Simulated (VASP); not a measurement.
# MgO (Periclase) (Fm-3m) in VASP: further runs, part 2 of 2

VASP 6.6.1. Earlier steps stand in the parts before.

## 3. Single point, r2SCAN

This run uses another cell than the first one, of 9.29 Å³/atom, 1.031 times its volume.

Contents of POSCAR:

```
MgO
1.0
    0.0000000000      2.1021680266      2.1021680266
    2.1021680266      0.0000000000      2.1021680266
    2.1021680266      2.1021680266      0.0000000000
Mg O
1 1
Direct
    0.0000000000      0.0000000000      0.0000000000
    0.5000000000      0.5000000000      0.5000000000
```

Contents of INCAR.step1:

```
PREC = Accurate
ENCUT = 520
ISMEAR = 0
SIGMA = 0.01
LREAL = False
LASPH = True
NELM = 80
NBANDS = 11
GGA = PE
ALGO = Normal
EDIFF = 1E-4
LWAVE = True
LCHARG = False
```

Contents of INCAR.step2:

```
PREC = Accurate
ENCUT = 520
EDIFF = 1E-7
ISMEAR = 0
SIGMA = 0.01
LREAL = False
LASPH = True
NELM = 80
ALGO = Normal
ISIF = 2
LWAVE = False
LCHARG = False
METAGGA = R2SCAN
LMIXTAU = True
NBANDS = 11
ISTART = 1
```

Contents of KPOINTS:

```
Automatic mesh
0
Gamma
  8 8 8
```

Potentials or basis: VASP PAW PBE potentials, release 64 (Mg, O).

Command:

```
cat potpaw_PBE.64/Mg/POTCAR potpaw_PBE.64/O/POTCAR > POTCAR
cp INCAR.step1 INCAR
mpirun -np 1 vasp_std > vasp.out
cp INCAR.step2 INCAR
mpirun -np 1 vasp_std > vasp.out
```

OUTCAR:

```text
PREC = Accurate
   ENCUT = 520
   EDIFF = 1E-7
   ISMEAR = 0
   LREAL = False
   LASPH = True
   NELM = 80
   ISIF = 2
   METAGGA = R2SCAN
   ISTART = 1

 ion  position               nearest neighbor table
   1  0.000  0.000  0.000-   2 2.10   2 2.10   2 2.10   2 2.10   2 2.10   2 2.10
   2  0.500  0.500  0.500-   1 2.10   1 2.10   1 2.10   1 2.10   1 2.10   1 2.10

  LATTYP: Found a face centered cubic cell.
 ALAT       =     4.2043360532

  Lattice vectors:

 A1 = (   0.0000000000,   2.1021680266,   2.1021680266)
 A2 = (   2.1021680266,   0.0000000000,   2.1021680266)
 A3 = (   2.1021680266,   2.1021680266,   0.0000000000)

Analysis of symmetry for initial positions (statically):
=====================================================================
 Subroutine PRICEL returns:
 Original cell was already a primitive cell.

 Routine SETGRP: Setting up the symmetry group for a
 face centered cubic supercell.

 Subroutine GETGRP returns: Found 48 space group operations
 (whereof 48 operations were pure point group operations)
 out of a pool of 48 trial point group operations.

The static configuration has the point symmetry O_h .

Analysis of symmetry for dynamics (positions and initial velocities):
[... 172 lines left out ...]
      4       2.8163      2.00000
      5       8.4762      0.00000
      6      19.6822      0.00000
      7      19.6822      0.00000
      8      19.6822      0.00000
      9      23.8433      0.00000
     10      25.6169      0.00000
     11      25.6169      0.00000
[... 309 lines left out ...]
 k-point    24 :      -0.3750    0.2500    0.1250
  band No.  band energies     occupation
      1     -14.0032      2.00000
      2      -1.2022      2.00000
      3       0.8624      2.00000
      4       1.8031      2.00000
      5      13.4815      0.00000
      6      16.2038      0.00000
      7      17.5214      0.00000
      8      20.9890      0.00000
      9      24.6540      0.00000
     10      26.3889      0.00000
     11      30.6232      0.00000

 [... further k-points ...]

------------------------ aborting loop because EDIFF is reached ----------------------------------------

  FORCE on cell =-STRESS in cart. coord.  units (eV):
  Direction    XX          YY          ZZ          XY          YZ          ZX
  --------------------------------------------------------------------------------------
  -------------------------------------------------------------------------------------
  Total       -0.1319603     -0.1319603     -0.1319603      0.0000000      0.0000000     -0.0000000
  in kB      -11.3794551    -11.3794551    -11.3794551      0.0000000      0.0000000     -0.0000000
  external PRESSURE =     -11.3794551 kB  Pullay stress =       0.0000000 kB

 VOLUME and BASIS-vectors are now :
 -----------------------------------------------------------------------------
  energy-cutoff  :      520.00
  volume of cell :       18.58
      direct lattice vectors                 reciprocal lattice vectors
     0.000000000  2.102168027  2.102168027    -0.237849684  0.237849684  0.237849684
     2.102168027  0.000000000  2.102168027     0.237849684 -0.237849684  0.237849684
     2.102168027  2.102168027  0.000000000     0.237849684  0.237849684 -0.237849684

 POSITION                                       TOTAL-FORCE (eV/Angst)
 -----------------------------------------------------------------------------------
      0.00000      0.00000      0.00000        -0.000000     -0.000000     -0.000000
      2.10217      2.10217      2.10217         0.000000      0.000000      0.000000
 -----------------------------------------------------------------------------------
    total drift:                               -0.000000     -0.000000      0.000000

  FREE ENERGIE OF THE ION-ELECTRON SYSTEM (eV)
  ---------------------------------------------------
  free  energy   TOTEN  =       -16.1610829761 eV

  energy  without entropy=      -16.1610829761  energy(sigma->0) =      -16.16108298
```

OUTCAR.step1:

```text
PREC = Accurate
   ENCUT = 520
   ISMEAR = 0
   LREAL = False
   LASPH = True
[... 558 lines left out ...]
      0.00000      0.00000      0.00000         0.000000      0.000000      0.000000
      2.10217      2.10217      2.10217        -0.000000     -0.000000     -0.000000
 -----------------------------------------------------------------------------------
    total drift:                               -0.000000     -0.000000      0.000000

  FREE ENERGIE OF THE ION-ELECTRON SYSTEM (eV)
  ---------------------------------------------------
  free  energy   TOTEN  =       -11.9025530766 eV

  energy  without entropy=      -11.9025530766  energy(sigma->0) =      -11.90255308
```

Wall time 60 s (1 thread of AMD EPYC 7R13, shared host); peak memory 0.11 GiB.

What came out:

```
Free energy            : -16.1611 eV
Pressure               : -1.1 GPa
Band gap on the k mesh : 5.66 eV, direct
```

Caveat: the PAW data sets were made with another functional, which shifts forces and pressure a little.

## 4. Single point, r2SCAN

This run uses another cell than the first one, of 9.29 Å³/atom, 1.031 times its volume.

POSCAR is that of step 3.

Contents of INCAR.step1:

```
PREC = Accurate
ENCUT = 660
ISMEAR = 0
SIGMA = 0.01
LREAL = False
LASPH = True
NELM = 120
NBANDS = 15
GGA = PE
ALGO = Normal
EDIFF = 1E-5
LWAVE = True
LCHARG = False
GGA_COMPAT = False
```

Contents of INCAR.step2:

```
PREC = Accurate
ENCUT = 660
EDIFF = 1E-6
ISMEAR = 0
SIGMA = 0.01
LREAL = False
LASPH = True
NELM = 120
ALGO = Normal
ISIF = 2
LWAVE = False
LCHARG = False
METAGGA = R2SCAN
LMIXTAU = True
NBANDS = 15
ISTART = 1
GGA_COMPAT = False
```

KPOINTS is that of step 3.

Potentials or basis: VASP PAW PBE potentials, release 64 (Mg_sv, O).

Command:

```
cat potpaw_PBE.64/Mg_sv/POTCAR potpaw_PBE.64/O/POTCAR > POTCAR
cp INCAR.step1 INCAR
mpirun -np 1 vasp_std > vasp.out
cp INCAR.step2 INCAR
mpirun -np 1 vasp_std > vasp.out
```

Wall time 57 s (1 thread of Intel Xeon Platinum 8259CL at 2.50GHz (Skylake/Cascade Lake), shared host); peak memory 0.16 GiB.

The run converged. Its results:

```
Free energy            : -16.1732 eV
Pressure               : -0.2 GPa
Band gap on the k mesh : 5.71 eV, direct
```

Levels at points of the mesh, in eV from the valence-band top:
```
           k point  band 5  band 6  band 7  band 8  band 9  band 10  band 11  band 12
(0.00, 0.00, 0.00)  -18.22    0.00    0.00    0.00    5.71    16.89    16.89    16.89
(0.50, 0.00, 0.00)  -16.93   -4.62   -0.68   -0.68    8.87    13.92    17.56    17.56
(0.50, 0.50, 0.00)  -16.72   -4.10   -1.37   -1.37   10.05    11.24    14.38    20.55
```

Caveat: the PAW data sets were made with another functional, which shifts forces and pressure a little.

## 5. Summary

| potentials or basis | cell | cutoff (eV) | second run | gap on the mesh (eV) | pressure (GPa) |
| --- | --- | --- | --- | --- | --- |
| VASP PAW PBE potentials, release 64 (Mg, O) | a = 2.943 Å, angles 60.0°, 2 atoms | 520 | - | 5.98 | 4.3 |
| VASP PAW PBE potentials, release 64 (Mg, O) | a = 2.973 Å, angles 60.0°, 2 atoms | 520 | - | 5.66 | -1.1 |
| VASP PAW PBE potentials, release 64 (Mg_sv, O) | a = 2.973 Å, angles 60.0°, 2 atoms | 660 | valence_matched | 5.71 | -0.2 |

Alike in all rows: task single point; level r2SCAN; no spin polarisation; k mesh 8 × 8 × 8; smearing gaussian 0.01 eV.

Caveats: the PAW data sets were made with another functional, which shifts forces and pressure a little.

Total energies depend on the potentials used, so only differences within one code and one set of settings carry meaning.

## 6. Against experiment

Step 3. A measured gap of MgO is 7.83 eV (quoted in “Electronic structure of alkaline earth and post-transition metal oxides”, 2009, arxiv:0908.1581); the calculated 5.66 eV misses it by -2.17 eV. The value is that of r2SCAN, without temperature or zero-point motion.

Step 4. A measured gap of MgO is 7.83 eV (quoted in “Electronic structure of alkaline earth and post-transition metal oxides”, 2009, arxiv:0908.1581); the calculated 5.71 eV misses it by -2.12 eV. The value is that of r2SCAN, without temperature or zero-point motion.
